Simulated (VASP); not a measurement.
# Cu2O (Pn-3m) in VASP: notebook

Cu2O is run at these levels: PBE; tasks: G0W0 quasiparticle levels.

Program: VASP 6.6.1. These are calculated values, not measurements. Logs are shortened: lines on timing, memory, paths and dates and some standing lists are left out, and cuts for length are marked.

### 1 The cell of the first run

It takes space group Pn-3m (No. 224, cubic). Conventional cell: a = 4.270 Å, b = 4.270 Å, c = 4.270 Å, α = 90.00°, β = 90.00°, γ = 90.00°. Cu (site symmetry -3m) has 2 O at 1.85 Å within 2.5 Å. O (site symmetry -43m) has 4 Cu at 1.85 Å within 2.5 Å.

### 2 G0W0 quasiparticle levels, PBE

The input, POSCAR:

```
Cu2O
1.0
    4.2700000000      0.0000000000      0.0000000000
    0.0000000000      4.2700000000      0.0000000000
    0.0000000000      0.0000000000      4.2700000000
Cu O
4 2
Direct
    0.2500000000      0.2500000000      0.2500000000
    0.2500000000      0.7500000000      0.7500000000
    0.7500000000      0.2500000000      0.7500000000
    0.7500000000      0.7500000000      0.2500000000
    0.0000000000      0.0000000000      0.0000000000
    0.5000000000      0.5000000000      0.5000000000
```

The input, INCAR.step1:

```
PREC     = Accurate       # precision mode
ENCUT    = 500            # plane-wave cutoff, eV
EDIFF    = 1E-8           # SCF threshold, eV
ISMEAR   = 0              # smearing method
SIGMA    = 0.01           # smearing width, eV
LREAL    = F              # projectors in reciprocal space
LASPH    = T              # aspherical terms in the spheres
NELM     = 60             # most SCF steps
ALGO     = Normal         # electronic algorithm
LWAVE    = T              # write WAVECAR
LCHARG   = F              # write CHGCAR
GGA      = PE             # functional
```

The input, INCAR.step2:

```
PREC     = Accurate       # precision mode
ENCUT    = 500            # plane-wave cutoff, eV
EDIFF    = 1E-8           # SCF threshold, eV
ISMEAR   = 0              # smearing method
SIGMA    = 0.01           # smearing width, eV
LREAL    = F              # projectors in reciprocal space
LASPH    = T              # aspherical terms in the spheres
NELM     = 1              # most SCF steps
ALGO     = Exact          # electronic algorithm
LWAVE    = T              # write WAVECAR
LCHARG   = F              # write CHGCAR
GGA      = PE             # functional
NBANDS   = 768            # bands
LOPTICS  = T              # frequency-dependent dielectric function
ISTART   = 1
```

The input, INCAR.step3:

```
PREC     = Accurate       # precision mode
ENCUT    = 500            # plane-wave cutoff, eV
EDIFF    = 1E-8           # SCF threshold, eV
ISMEAR   = 0              # smearing method
SIGMA    = 0.01           # smearing width, eV
LREAL    = F              # projectors in reciprocal space
LASPH    = T              # aspherical terms in the spheres
ALGO     = EVGW0          # electronic algorithm
LWAVE    = F              # write WAVECAR
LCHARG   = F              # write CHGCAR
GGA      = PE             # functional
NELMGW   = 1            
NBANDS   = 768            # bands
ENCUTGW  = 180.0          # cutoff of the response function
NOMEGA   = 48             # frequency points
PRECFOCK = Fast         
ISTART   = 1            
NBANDSGW = 36
```

The input, KPOINTS:

```
Automatic mesh
0
Gamma
  2 2 2
```

Potentials or basis: VASP PAW PBE potentials, release 64 (Cu_GW, O_GW).

Run with:

```bash
> cat potpaw_PBE.64/Cu_GW/POTCAR potpaw_PBE.64/O_GW/POTCAR > POTCAR
> cp INCAR.step1 INCAR
> mpirun -np 1 vasp_std > vasp.out
> cp INCAR.step2 INCAR
> mpirun -np 1 vasp_std > vasp.out
> cp INCAR.step3 INCAR
> mpirun -np 1 vasp_std > vasp.out
```

OUTCAR:

```text
PREC = Accurate
   ENCUT = 500
   EDIFF = 1E-8
   ISMEAR = 0
   LREAL = F
   LASPH = T
   GGA = PE
   NELMGW = 1
   ENCUTGW = 180.0
   PRECFOCK = Fast
   ISTART = 1

 ion  position               nearest neighbor table
   1  0.250  0.250  0.250-   5 1.85   6 1.85
   2  0.250  0.750  0.750-   5 1.85   6 1.85
   3  0.750  0.250  0.750-   5 1.85   6 1.85
   4  0.750  0.750  0.250-   5 1.85   6 1.85
   5  0.000  0.000  0.000-   1 1.85   2 1.85   3 1.85   4 1.85
   6  0.500  0.500  0.500-   1 1.85   2 1.85   3 1.85   4 1.85

  LATTYP: Found a simple cubic cell.
 ALAT       =     4.2700000000

  Lattice vectors:

 A1 = (   4.2700000000,   0.0000000000,   0.0000000000)
 A2 = (   0.0000000000,   4.2700000000,   0.0000000000)
 A3 = (   0.0000000000,   0.0000000000,   4.2700000000)

Analysis of symmetry for initial positions (statically):
=====================================================================
 Subroutine PRICEL returns:
 Original cell was already a primitive cell.

 Routine SETGRP: Setting up the symmetry group for a
 simple cubic supercell.

 Subroutine GETGRP returns: Found 48 space group operations
 (whereof 24 operations were pure point group operations)
 out of a pool of 48 trial point group operations.

The static configuration has the point symmetry T_d .
 The point group associated with its full space group is O_h .

Analysis of symmetry for dynamics (positions and initial velocities):
=====================================================================
 Subroutine PRICEL returns:
 Original cell was already a primitive cell.

 Routine SETGRP: Setting up the symmetry group for a
 simple cubic supercell.

 Subroutine GETGRP returns: Found 48 space group operations
 (whereof 24 operations were pure point group operations)
 out of a pool of 48 trial point group operations.

The dynamic configuration has the point symmetry T_d .
 The point group associated with its full space group is O_h .

 Subroutine INISYM returns: Found 48 space group operations
 (whereof 24 operations are pure point group operations),
 and found     1 'primitive' translations

----------------------------------------------------------------------------------------

                                     Primitive cell

  volume of cell :      77.8545

  direct lattice vectors                    reciprocal lattice vectors
     4.270000000  0.000000000  0.000000000     0.234192037  0.000000000  0.000000000
     0.000000000  4.270000000  0.000000000     0.000000000  0.234192037  0.000000000
     0.000000000  0.000000000  4.270000000     0.000000000  0.000000000  0.234192037

  length of vectors
     4.270000000  4.270000000  4.270000000     0.234192037  0.234192037  0.234192037

  position of ions in fractional coordinates (direct lattice)
     0.250000000  0.250000000  0.250000000
     0.250000000  0.750000000  0.750000000
     0.750000000  0.250000000  0.750000000
     0.750000000  0.750000000  0.250000000
     0.000000000  0.000000000  0.000000000
     0.500000000  0.500000000  0.500000000

  ion indices of the primitive-cell ions
   primitive index   ion index
                 1           1
                 2           2
                 3           3
                 4           4
                 5           5
                 6           6

----------------------------------------------------------------------------------------

 KPOINTS: Automatic mesh

Automatic generation of k-mesh.
 Grid dimensions read from file:
 generate k-points for:    2    2    2

 Generating k-lattice:

  Cartesian coordinates                     Fractional coordinates (reciprocal lattice)
     0.117096019  0.000000000  0.000000000     0.500000000  0.000000000  0.000000000
     0.000000000  0.117096019  0.000000000     0.000000000  0.500000000  0.000000000
     0.000000000  0.000000000  0.117096019     0.000000000  0.000000000  0.500000000

  Length of vectors
     0.117096019  0.117096019  0.117096019

  Shift w.r.t. Gamma in fractional coordinates (k-lattice)
     0.000000000  0.000000000  0.000000000

 Subroutine IBZKPT returns following result:
 ===========================================

 Found      4 irreducible k-points:

 Following reciprocal coordinates:
            Coordinates               Weight
  0.000000  0.000000  0.000000      1.000000
  0.500000  0.000000  0.000000      3.000000
  0.500000  0.500000  0.000000      3.000000
  0.500000  0.500000  0.500000      1.000000
   k-points           NKPTS =      4   k-points in BZ     NKDIM =      8   number of bands    NBANDS=    768
   number of dos      NEDOS =    301   number of ions     NIONS =      6
   total plane-waves  NPLWV =  32768
   dimension x,y,z NGX =    32 NGY =   32 NGZ =   32
   dimension x,y,z NGXF=    64 NGYF=   64 NGZF=   64
   ions per type =               4   2
   NGX,Y,Z   is equivalent  to a cutoff of  12.46, 12.46, 12.46 a.u.
   NGXF,Y,Z  is equivalent  to a cutoff of  24.92, 24.92, 24.92 a.u.
 SYSTEM =  unknown system
   PREC   = accura    normal or accurate (medium, high low for compatibility)
   ISTART =      1    job   : 0-new  1-cont  2-samecut
   ICHARG =      0    charge: 1-file 2-atom 10-const
   ISPIN  =      1    spin polarized calculation?
   LNONCOLLINEAR =      F non collinear calculations
   LSORBIT =      F    spin-orbit coupling
   LASPH  =      T    aspherical Exc in radial PAW
   ENCUT  =  500.0 eV  36.75 Ry    6.06 a.u.   7.79  7.79  7.79*2*pi/ulx,y,z
   NELM   =     60;   NELMIN=  2; NELMDL=  0     # of ELM steps
   EDIFF  = 0.1E-07   stopping-criterion for ELM
   LREAL  =      F    real-space projection
   EDIFFG = 0.1E-06   stopping-criterion for IOM
   NSW    =      0    number of steps for IOM
   IBRION =     -1    ionic relax: 0-MD 1-quasi-New 2-CG
   NFREE  =      0    steps in history (QN), initial steepest desc. (CG)
   ISIF   =      0    stress and relaxation
   ISYM   =      3    0-nonsym 1-usesym 2-fastsym
   POTIM  = 0.5000    time-step for ionic-motion
   TEBEG  =    0.0;   TEEND  =   0.0 temperature during run
   PSTRESS=    0.0 pullay stress
   NELECT =      56.0000    total number of electrons
   NUPDOWN=      -1.0000    fix difference up-down
   EMIN   =  10.00;   EMAX   =-10.00  energy-range for DOS
   EFERMI =   0.00;   METHOD = LEGACY
   ISMEAR =     0;   SIGMA  =   0.01  broadening in eV -4-tet -1-fermi 0-gaus
   EFERMI_NEDOS =   21; number of points for ismear=-14 and -15
   IALGO  =     38    algorithm
   IMIX   =      4    mixing-type and parameters
     AMIX     =   0.40;   BMIX     =  1.00
     AMIX_MAG =   1.60;   BMIX_MAG =  1.00
  volume/ion in A,a.u.               =      12.98        87.56
  Fermi-wavevector in a.u.,A,eV,Ry     =   1.466818  2.771885 29.273693  2.151556
  Thomas-Fermi vector in A             =   2.582510
   LORBIT       =      0    0 simple, 1 ext, 2 COOP (PROOUT), +10 PAW based schemes
   GGA     = PE    functional components
   LHFCALC =     T    Hartree Fock is set to
   PRECFOCK=fast      Normal, Fast or Accurate (Low or Medium for compatibility)
   ENCUT4O =  -1.0   cutoff for four orbital integrals eV
   NKREDX  =     1    reduce k-point grid by
   NKREDY  =     1    reduce k-point grid by
   NKREDZ  =     1    reduce k-point grid by
   AEXX    =    1.0000 exact exchange contribution
   HFSCREEN=    0.0000 screening length (either q_TF or 0.3 A-1)
   HFSCREENC=   0.0000 screening length for correlation (either q_TF or 0.3 A-1)
   ENCUTFOCK=  -1.0 apply spherical cutoff to Coloumb kernel
   IVDW    =     0    specifies the selected vdW correction
   LEPSILON=     F    determine dielectric tensor
   LRPA    =     F    only Hartree local field effects (RPA)
   LRPAFORCE           =     F    calculate RPA forces
   ENCUTGW             = 180.0    cutoff for response function in eV
   ENCUTGWSOFT         = 144.0    soft cutoff for Coulomb kernel in GW response function in eV
   ENCUTLF             =  -1.0    cutoff for local field effects
   NELMGW              =     1    number of iterations in solving QP/BSE equation
   NELMHF              =     1    number of iterations in the inner HF iteration
   NKREDLFX            =     1    NKREDLFY  =   1   NKREDLFZ  =   1
 non-spin polarized calculation
 Gauss-broadening in eV      SIGMA  =   0.01
  energy-cutoff  :      500.00
  volume of cell :       77.85
 maximum number of plane-waves:      2000
 NGX is ok and might be reduce to    32
  NGX = 18; NGY = 18; NGZ = 18
   NGX = 15   NGY = 15   NGZ = 15
 maximum number of plane-waves:       437

 QP shifts <psi_nk| G(iteration)W_0 |psi_nk>: iteration 1
 for sc-GW calculations column KS-energies equals QP-energies in previous step
 and V_xc(KS)=  KS-energies - (<T + V_ion + V_H > + <T+V_H+V_ion>^1  + <V_x>^1)

 k-point   1 :       0.0000    0.0000    0.0000
  band No.  KS-energies  QP-energies   sigma(KS)   V_xc(KS)     V^pw_x(r,r')   Z            occupation Imag(sigma)

      1     -16.6829     -17.7109     -20.9820     -19.2584     -30.8141       0.5965       2.0000       0.9521
      2     -15.9523     -17.0930     -21.6954     -19.8875     -31.2945       0.6310       2.0000       0.8562
      3      -3.7835      -4.1413     -17.9434     -17.3859     -24.6520       0.6418       2.0000       0.5877
      4      -3.7835      -4.1413     -17.9434     -17.3859     -24.6520       0.6418       2.0000       0.5877
      5      -3.7835      -4.1413     -17.9434     -17.3859     -24.6520       0.6418       2.0000       0.5877
      6      -1.4659      -1.9740     -12.6594     -11.9054     -17.5707       0.6739       2.0000       0.5301
[... 28 lines left out ...]
     35      12.6215      12.4048      -9.5671      -9.2693      -3.3033       0.7277       0.0000      -0.5603
     36      12.6215      12.4048      -9.5671      -9.2693      -3.3033       0.7277       0.0000      -0.5603

 k-point   2 :       0.5000    0.0000    0.0000
  band No.  KS-energies  QP-energies   sigma(KS)   V_xc(KS)     V^pw_x(r,r')   Z            occupation Imag(sigma)

      1     -16.3147     -17.4043     -21.3608     -19.5854     -31.0735       0.6137       2.0000       0.8993
      2     -16.3147     -17.4043     -21.3608     -19.5854     -31.0735       0.6137       2.0000       0.8993
      3      -3.1671      -3.4742     -18.7068     -18.2368     -25.1685       0.6533       2.0000       0.4739
      4      -3.1671      -3.4742     -18.7068     -18.2368     -25.1685       0.6533       2.0000       0.4739
      5      -3.1280      -3.5873     -17.2143     -16.5211     -22.7521       0.6627       2.0000       0.3488
      6      -3.1280      -3.5873     -17.2143     -16.5211     -22.7521       0.6627       2.0000       0.3488
[... 28 lines left out ...]
     35      11.0247      10.9532     -11.1119     -11.0140      -5.9801       0.7314       0.0000      -0.4381
     36      11.0247      10.9532     -11.1119     -11.0140      -5.9801       0.7314       0.0000      -0.4381

 k-point   3 :       0.5000    0.5000    0.0000
  band No.  KS-energies  QP-energies   sigma(KS)   V_xc(KS)     V^pw_x(r,r')   Z            occupation Imag(sigma)

      1     -16.2925     -17.3947     -21.4126     -19.6332     -31.1267       0.6194       2.0000       0.9014
      2     -16.2925     -17.3947     -21.4126     -19.6332     -31.1267       0.6194       2.0000       0.9014
      3      -3.9150      -4.3090     -16.8847     -16.2720     -22.6963       0.6432       2.0000       0.4383
      4      -3.9150      -4.3090     -16.8847     -16.2720     -22.6963       0.6432       2.0000       0.4383
      5      -2.7364      -3.1330     -18.6174     -18.0181     -24.9548       0.6619       2.0000       0.4166
      6      -2.7364      -3.1330     -18.6174     -18.0181     -24.9548       0.6619       2.0000       0.4166
[... 28 lines left out ...]
     35      11.6706      11.6233     -11.1290     -11.0642      -5.6109       0.7293       0.0000      -0.5436
     36      11.6706      11.6233     -11.1290     -11.0642      -5.6109       0.7293       0.0000      -0.5436

 k-point   4 :       0.5000    0.5000    0.5000
  band No.  KS-energies  QP-energies   sigma(KS)   V_xc(KS)     V^pw_x(r,r')   Z            occupation Imag(sigma)

      1     -16.5045     -17.5464     -21.3148     -19.5802     -31.1497       0.6007       2.0000       0.9099
      2     -16.0295     -17.1549     -21.5872     -19.7707     -31.1914       0.6195       2.0000       0.8603
      3      -3.6888      -4.0398     -17.8740     -17.3318     -24.3277       0.6473       2.0000       0.5314
      4      -3.6888      -4.0398     -17.8740     -17.3318     -24.3277       0.6473       2.0000       0.5314
      5      -3.6888      -4.0398     -17.8740     -17.3318     -24.3277       0.6473       2.0000       0.5314
      6      -2.2364      -2.7902     -17.4402     -16.6302     -22.3168       0.6838       2.0000       0.1856
[... 28 lines left out ...]
     35      10.4328      10.3484     -10.1536     -10.0424      -4.6029       0.7587       0.0000      -0.3729
     36      11.0022      11.3771     -12.2810     -12.7791      -5.8296       0.7527       0.0000      -0.5040
```

Wall time 4.8 min (1 thread of Intel Xeon 6975P-C (Granite Rapids), shared host); peak memory 0.9 GiB.

Results:

```yaml
Quasiparticle_gap: 1.26 eV
Least_direct_quasiparticle_gap: 1.26 eV
Band_gap_of_the_starting_levels_on_the_mesh: 0.52 eV
Least_direct_gap_of_the_starting_levels_on_the_mesh: 0.52 eV
```

Caveat: the k points lie up to 0.74 Å⁻¹ apart; bands, screening cutoff and mesh are small and nothing is extrapolated, so the quasiparticle values aren't converged.

(Continued in part 2 of 2.)
